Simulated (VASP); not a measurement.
# BiPt3 (Pm-3m) in VASP: further runs

The runs below take BiPt3 through single point, with PBE.

All numbers are computed with VASP 6.6.1; they aren't measurements. Logs are shortened: lines on timing, memory, paths and dates and some standing lists are left out, and cuts for length are marked.

### 1 The cell of the first run

It takes space group Pm-3m (No. 221, cubic). Conventional cell: a = 4.186 Å, b = 4.186 Å, c = 4.186 Å, α = 90.00°, β = 90.00°, γ = 90.00°. Within 3.9 Å of Bi (site symmetry m-3m) lie 12 Pt at 2.96 Å. Within 3.9 Å of Pt (site symmetry 4/mmm) lie 4 Bi at 2.96 Å and 8 Pt at 2.96 Å.

### 2 Single point, PBE

Input file INCAR:

```
PREC     = Accurate       # precision mode
ENCUT    = 520            # plane-wave cutoff, eV
EDIFF    = 1E-6           # SCF threshold, eV
ISMEAR   = -1             # smearing method
SIGMA    = 0.05           # smearing width, eV
LREAL    = False          # projectors in reciprocal space
LASPH    = True           # aspherical terms in the spheres
NELM     = 100            # most SCF steps
ALGO     = Normal         # electronic algorithm
ISIF     = 2              # what is computed and relaxed
LWAVE    = False          # write WAVECAR
LCHARG   = False          # write CHGCAR
GGA      = PE             # functional
NBANDS   = 30             # bands
```

Input file KPOINTS:

```
regular mesh
0
Gamma
  7 7 7
```

Input file POSCAR:

```
BiPt3
1.0
    4.1864950000      0.0000000000      0.0000000000
    0.0000000000      4.1864950000      0.0000000000
    0.0000000000      0.0000000000      4.1864950000
Bi Pt
1 3
Direct
    0.0000000000      0.0000000000      0.0000000000
    0.5000000000      0.5000000000      0.0000000000
    0.5000000000      0.0000000000      0.5000000000
    0.0000000000      0.5000000000      0.5000000000
```

Potentials or basis: VASP PAW PBE potentials, release 64 (Bi_d, Pt).

On the command line:

```console
> cat potpaw_PBE.64/Bi_d/POTCAR potpaw_PBE.64/Pt/POTCAR > POTCAR
> mpirun -np 1 vasp_std > vasp.out
```

OUTCAR:

```text
PREC = Accurate
   ENCUT = 520
   EDIFF = 1E-6
   ISMEAR = -1
   LREAL = False
   LASPH = True
   NELM = 100
   ISIF = 2
   GGA = PE

 ion  position               nearest neighbor table
   1  0.000  0.000  0.000-   2 2.96   3 2.96   4 2.96   3 2.96   4 2.96   2 2.96   4 2.96   4 2.96
                             2 2.96   3 2.96   3 2.96   2 2.96
   2  0.500  0.500  0.000-   1 2.96   3 2.96   4 2.96   3 2.96   4 2.96   1 2.96   3 2.96   3 2.96
                             1 2.96   4 2.96   4 2.96   1 2.96
   3  0.500  0.000  0.500-   1 2.96   2 2.96   4 2.96   1 2.96   2 2.96   2 2.96   4 2.96   2 2.96
                             1 2.96   4 2.96   1 2.96   4 2.96
   4  0.000  0.500  0.500-   1 2.96   2 2.96   3 2.96   1 2.96   2 2.96   1 2.96   3 2.96   1 2.96
                             2 2.96   3 2.96   2 2.96   3 2.96

  LATTYP: Found a simple cubic cell.
 ALAT       =     4.1864950000

  Lattice vectors:

 A1 = (   4.1864950000,   0.0000000000,   0.0000000000)
 A2 = (   0.0000000000,   4.1864950000,   0.0000000000)
 A3 = (   0.0000000000,   0.0000000000,   4.1864950000)

Analysis of symmetry for initial positions (statically):
=====================================================================
 Subroutine PRICEL returns:
 Original cell was already a primitive cell.

 Routine SETGRP: Setting up the symmetry group for a
 simple cubic supercell.

 Subroutine GETGRP returns: Found 48 space group operations
 (whereof 48 operations were pure point group operations)
 out of a pool of 48 trial point group operations.

The static configuration has the point symmetry O_h .

Analysis of symmetry for dynamics (positions and initial velocities):
=====================================================================
 Subroutine PRICEL returns:
 Original cell was already a primitive cell.

 Routine SETGRP: Setting up the symmetry group for a
 simple cubic supercell.

 Subroutine GETGRP returns: Found 48 space group operations
 (whereof 48 operations were pure point group operations)
 out of a pool of 48 trial point group operations.

The dynamic configuration has the point symmetry O_h .

 Subroutine INISYM returns: Found 48 space group operations
 (whereof 48 operations are pure point group operations),
 and found     1 'primitive' translations

----------------------------------------------------------------------------------------

                                     Primitive cell

  volume of cell :      73.3756

  direct lattice vectors                    reciprocal lattice vectors
     4.186495000  0.000000000  0.000000000     0.238863297  0.000000000  0.000000000
     0.000000000  4.186495000  0.000000000     0.000000000  0.238863297  0.000000000
     0.000000000  0.000000000  4.186495000     0.000000000  0.000000000  0.238863297

  length of vectors
     4.186495000  4.186495000  4.186495000     0.238863297  0.238863297  0.238863297

  position of ions in fractional coordinates (direct lattice)
     0.000000000  0.000000000  0.000000000
     0.500000000  0.500000000  0.000000000
     0.500000000  0.000000000  0.500000000
     0.000000000  0.500000000  0.500000000

  ion indices of the primitive-cell ions
   primitive index   ion index
                 1           1
                 2           2
                 3           3
                 4           4

----------------------------------------------------------------------------------------

 KPOINTS: regular mesh

Automatic generation of k-mesh.
 Grid dimensions read from file:
 generate k-points for:    7    7    7

 Generating k-lattice:

  Cartesian coordinates                     Fractional coordinates (reciprocal lattice)
     0.034123328  0.000000000  0.000000000     0.142857143  0.000000000  0.000000000
     0.000000000  0.034123328  0.000000000     0.000000000  0.142857143  0.000000000
     0.000000000  0.000000000  0.034123328     0.000000000  0.000000000  0.142857143

  Length of vectors
     0.034123328  0.034123328  0.034123328

  Shift w.r.t. Gamma in fractional coordinates (k-lattice)
     0.000000000  0.000000000  0.000000000

 Subroutine IBZKPT returns following result:
 ===========================================

 Found     20 irreducible k-points:

 Following reciprocal coordinates:
            Coordinates               Weight
  0.000000  0.000000  0.000000      1.000000
  0.142857  0.000000  0.000000      6.000000
  0.285714  0.000000  0.000000      6.000000
  0.428571  0.000000  0.000000      6.000000
  0.142857  0.142857  0.000000     12.000000
  0.285714  0.142857  0.000000     24.000000
[... 12 lines left out ...]
  0.428571  0.428571  0.285714     24.000000
  0.428571  0.428571  0.428571      8.000000
   k-points           NKPTS =     20   k-points in BZ     NKDIM =     20   number of bands    NBANDS=     30
   number of dos      NEDOS =    301   number of ions     NIONS =      4
   total plane-waves  NPLWV =  32768
   dimension x,y,z NGX =    32 NGY =   32 NGZ =   32
   dimension x,y,z NGXF=    64 NGYF=   64 NGZF=   64
   ions per type =               1   3
   NGX,Y,Z   is equivalent  to a cutoff of  12.71, 12.71, 12.71 a.u.
   NGXF,Y,Z  is equivalent  to a cutoff of  25.41, 25.41, 25.41 a.u.
 SYSTEM =  unknown system
   PREC   = accura    normal or accurate (medium, high low for compatibility)
   ISTART =      0    job   : 0-new  1-cont  2-samecut
   ICHARG =      2    charge: 1-file 2-atom 10-const
   ISPIN  =      1    spin polarized calculation?
   LNONCOLLINEAR =      F non collinear calculations
   LSORBIT =      F    spin-orbit coupling
   LASPH  =      T    aspherical Exc in radial PAW
   ENCUT  =  520.0 eV  38.22 Ry    6.18 a.u.   7.78  7.78  7.78*2*pi/ulx,y,z
   NELM   =    100;   NELMIN=  2; NELMDL= -5     # of ELM steps
   EDIFF  = 0.1E-05   stopping-criterion for ELM
   LREAL  =      F    real-space projection
   EDIFFG = 0.1E-04   stopping-criterion for IOM
   NSW    =      0    number of steps for IOM
   IBRION =     -1    ionic relax: 0-MD 1-quasi-New 2-CG
   NFREE  =      0    steps in history (QN), initial steepest desc. (CG)
   ISIF   =      2    stress and relaxation
   ISYM   =      2    0-nonsym 1-usesym 2-fastsym
   POTIM  = 0.5000    time-step for ionic-motion
   TEBEG  =    0.0;   TEEND  =   0.0 temperature during run
   PSTRESS=    0.0 pullay stress
   NELECT =      45.0000    total number of electrons
   NUPDOWN=      -1.0000    fix difference up-down
   EMIN   =  10.00;   EMAX   =-10.00  energy-range for DOS
   EFERMI =   0.00;   METHOD = LEGACY
   ISMEAR =    -1;   SIGMA  =   0.05  broadening in eV -4-tet -1-fermi 0-gaus
   EFERMI_NEDOS =   21; number of points for ismear=-14 and -15
   IALGO  =     38    algorithm
   IMIX   =      4    mixing-type and parameters
     AMIX     =   0.40;   BMIX     =  1.00
     AMIX_MAG =   1.60;   BMIX_MAG =  1.00
  volume/ion in A,a.u.               =      18.34       123.79
  Fermi-wavevector in a.u.,A,eV,Ry     =   1.390897  2.628415 26.321770  1.934596
  Thomas-Fermi vector in A             =   2.514788
   LORBIT       =      0    0 simple, 1 ext, 2 COOP (PROOUT), +10 PAW based schemes
   GGA     = PE    functional components
   LHFCALC =     F    Hartree Fock is set to
   AEXX    =    0.0000 exact exchange contribution
   IVDW    =     0    specifies the selected vdW correction
   LEPSILON=     F    determine dielectric tensor
   LRPA    =     F    only Hartree local field effects (RPA)
 non-spin polarized calculation
  energy-cutoff  :      520.00
  volume of cell :       73.38
 maximum number of plane-waves:      1991
 NGX is ok and might be reduce to    32
   NGX = 15   NGY = 15   NGZ = 15

 number of electron      45.0000002 magnetization

 Free energy of the ion-electron system (eV)
  ---------------------------------------------------
  ext. energy  EPLUGINS =         0.00000000
  ---------------------------------------------------
  free energy    TOTEN  =       -22.06504434 eV

  energy without entropy =      -22.02779184  energy(sigma->0) =      -22.04641809

 E-fermi :  10.3612     XC(G=0): -12.5063

 val. band max:       10.3520678661   @ k =   0.4286   0.4286   0.2857
 cond. band min:      10.3771318901   @ k =   0.4286   0.4286   0.2857
 fundamental gap:      0.0250640239
 Fermi energy:        10.3612284304

 k-point     1 :       0.0000    0.0000    0.0000
  band No.  band energies     occupation
      1     -12.9266      2.00000
      2     -12.9266      2.00000
      3     -12.9115      2.00000
      4     -12.9115      2.00000
      5     -12.9115      2.00000
      6      -2.8534      2.00000
[... 22 lines left out ...]
     29      17.0675      0.00000
     30      17.0675      0.00000

 k-point     2 :       0.1429    0.0000    0.0000
  band No.  band energies     occupation
      1     -12.9249      2.00000
      2     -12.9207      2.00000
      3     -12.9113      2.00000
      4     -12.9103      2.00000
      5     -12.9103      2.00000
      6      -2.7005      2.00000
[... 22 lines left out ...]
     29      17.1250      0.00000
     30      17.9589      0.00000

 k-point     3 :       0.2857    0.0000    0.0000
  band No.  band energies     occupation
      1     -12.9211      2.00000
      2     -12.9106      2.00000
      3     -12.9074      2.00000
      4     -12.9074      2.00000
      5     -12.9074      2.00000
      6      -2.2965      2.00000
[... 22 lines left out ...]
     29      16.5352      0.00000
     30      17.5567      0.00000

 k-point     4 :       0.4286    0.0000    0.0000
  band No.  band energies     occupation
      1     -12.9180      2.00000
      2     -12.9101      2.00000
      3     -12.9050      2.00000
      4     -12.9050      2.00000
      5     -12.8968      2.00000
      6      -1.8734      2.00000
[... 22 lines left out ...]
     29      16.7802      0.00000
     30      17.0272      0.00000

 k-point     5 :       0.1429    0.1429    0.0000
  band No.  band energies     occupation
      1     -12.9218      2.00000
      2     -12.9169      2.00000
      3     -12.9102      2.00000
      4     -12.9098      2.00000
      5     -12.9095      2.00000
      6      -2.5548      2.00000
[... 22 lines left out ...]
     29      17.3567      0.00000
     30      18.0811      0.00000
[... 394 lines left out ...]
     29      18.7881      0.00000
     30      18.9287      0.00000

 k-point    18 :       0.4286    0.2857    0.2857
  band No.  band energies     occupation
      1     -12.9163      2.00000
      2     -12.9158      2.00000
      3     -12.9131      2.00000
      4     -12.8950      2.00000
      5     -12.8857      2.00000
      6      -1.4407      2.00000
[... 22 lines left out ...]
     29      18.3725      0.00000
     30      19.4867      0.00000

 k-point    19 :       0.4286    0.4286    0.2857
  band No.  band energies     occupation
      1     -12.9220      2.00000
      2     -12.9163      2.00000
      3     -12.9161      2.00000
      4     -12.8914      2.00000
      5     -12.8817      2.00000
      6      -1.3792      2.00000
[... 22 lines left out ...]
     29      19.1582      0.00000
     30      21.0219      0.00000

 k-point    20 :       0.4286    0.4286    0.4286
  band No.  band energies     occupation
      1     -12.9224      2.00000
      2     -12.9224      2.00000
      3     -12.9223      2.00000
      4     -12.8831      2.00000
      5     -12.8831      2.00000
      6      -1.4015      2.00000
[... 22 lines left out ...]
     29      21.1523      0.00000
     30      21.1547      0.00000

------------------------ aborting loop because EDIFF is reached ----------------------------------------

  FORCE on cell =-STRESS in cart. coord.  units (eV):
  Direction    XX          YY          ZZ          XY          YZ          ZX
  --------------------------------------------------------------------------------------
  -------------------------------------------------------------------------------------
  Total       -0.6152245     -0.6152245     -0.6152245      0.0000000      0.0000000     -0.0000000
  in kB      -13.4336026    -13.4336026    -13.4336026      0.0000000      0.0000000     -0.0000000
  external PRESSURE =     -13.4336026 kB  Pullay stress =       0.0000000 kB

 VOLUME and BASIS-vectors are now :
 -----------------------------------------------------------------------------
  energy-cutoff  :      520.00
  volume of cell :       73.38
      direct lattice vectors                 reciprocal lattice vectors
     4.186495000  0.000000000  0.000000000     0.238863297  0.000000000  0.000000000
     0.000000000  4.186495000  0.000000000     0.000000000  0.238863297  0.000000000
     0.000000000  0.000000000  4.186495000     0.000000000  0.000000000  0.238863297

 POSITION                                       TOTAL-FORCE (eV/Angst)
 -----------------------------------------------------------------------------------
      0.00000      0.00000      0.00000         0.000000      0.000000      0.000000
      2.09325      2.09325      0.00000         0.000000      0.000000      0.000000
      2.09325      0.00000      2.09325         0.000000      0.000000      0.000000
      0.00000      2.09325      2.09325         0.000000      0.000000      0.000000
 -----------------------------------------------------------------------------------
    total drift:                                0.000000     -0.000000     -0.000000

  FREE ENERGIE OF THE ION-ELECTRON SYSTEM (eV)
  ---------------------------------------------------
  free  energy   TOTEN  =       -22.0650443364 eV

  energy  without entropy=      -22.0277918372  energy(sigma->0) =      -22.04641809
```

Run time: 15 s. Hardware: 1 thread of Intel Xeon 6975P-C (Granite Rapids), shared host; peak memory 0.19 GiB.

What came out:

- Free energy: -22.0650 eV
- Pressure: -1.3 GPa

Levels at points of the mesh, in eV from the Fermi level:
```tsv
k point	band 20	band 21	band 22	band 23	band 24	band 25
(0.00, 0.00, 0.00)	-1.23	-0.80	-0.56	-0.10	-0.10	-0.10
```

Caveat: spin-orbit coupling is left out, which moves the levels of the heavy elements.

### 3 Single point, PBE

Input file INCAR:

```
SYSTEM = BiPt3
  PREC = Accurate
  ENCUT = 520
  EDIFF = 1E-7
  ISMEAR = -1
  SIGMA = 0.05
  LREAL = .False.
  LASPH = .True.
  NELM = 60
  ALGO = Fast
  ISIF = 2
  LWAVE = .False.
  LCHARG = .False.
  GGA = PE
  NBANDS = 30
```

Input file KPOINTS:

```
regular mesh
0
Gamma
  7 7 7
  0 0 0
```

POSCAR is that of step 2.

Potentials or basis: VASP PAW PBE potentials, release 64 (Bi_d, Pt).

On the command line:

```console
> cat potpaw_PBE.64/Bi_d/POTCAR potpaw_PBE.64/Pt/POTCAR > POTCAR
> mpirun -np 1 vasp_std > vasp.out
```

It took 19 s on 1 thread of Intel Xeon 6975P-C (Granite Rapids), shared host; peak memory 0.2 GiB.

The run converged. Its results:

| Property | Result |
| --- | --- |
| Free energy | -22.0650 eV |
| Pressure | -1.3 GPa |

Levels at points of the mesh, in eV from the Fermi level:
| k point | band 19 | band 20 | band 21 | band 22 | band 23 | band 24 | band 25 | band 26 |
| --- | --- | --- | --- | --- | --- | --- | --- | --- |
| (0.00, 0.00, 0.00) | -1.23 | -1.23 | -0.80 | -0.56 | -0.10 | -0.10 | -0.10 | 5.09 |

Caveat: spin-orbit coupling is left out, which moves the levels of the heavy elements.

### 4 Single point, PBE

This run uses another cell than the first one, of 18.71 Å³/atom, 1.020 times its volume.

Input file INCAR:

```
  PREC = Accurate
  ENCUT = 520
  EDIFF = 1E-6
  ISMEAR = -1
  SIGMA = 0.05
  LREAL = False
  LASPH = True
  NELM = 80
  ALGO = Normal
  ISIF = 2
  LWAVE = False
  LCHARG = False
  GGA = PE
  NBANDS = 30
```

Input file KPOINTS:

```
regular mesh
0
Gamma
  7 7 7
```

Input file POSCAR:

```
BiPt3
1.0
    4.2142209405      0.0000000000      0.0000000000
    0.0000000000      4.2142209405      0.0000000000
    0.0000000000      0.0000000000      4.2142209405
Bi Pt
1 3
Direct
    0.0000000000      0.0000000000      0.0000000000
    0.5000000000      0.5000000000      0.0000000000
    0.5000000000      0.0000000000      0.5000000000
    0.0000000000      0.5000000000      0.5000000000
```

On the command line:

```console
> cat potpaw_PBE.64/Bi_d/POTCAR potpaw_PBE.64/Pt/POTCAR > POTCAR
> mpirun -np 1 vasp_std > vasp.out
```

Wall time 14 s (1 thread of Intel Xeon 6975P-C (Granite Rapids), shared host); peak memory 0.19 GiB.

Results (log left out):

```
Free energy : -22.0401 eV
Pressure    : -4.3 GPa
```

Levels at points of the mesh, in eV from the Fermi level:
| k point | band 18 | band 19 | band 20 | band 21 | band 22 | band 23 | band 24 | band 25 | band 26 | band 27 |
| --- | --- | --- | --- | --- | --- | --- | --- | --- | --- | --- |
| (0.00, 0.00, 0.00) | -1.82 | -1.19 | -1.19 | -0.87 | -0.54 | -0.10 | -0.10 | -0.10 | 4.98 | 4.98 |

Caveat: spin-orbit coupling is left out, which moves the levels of the heavy elements.
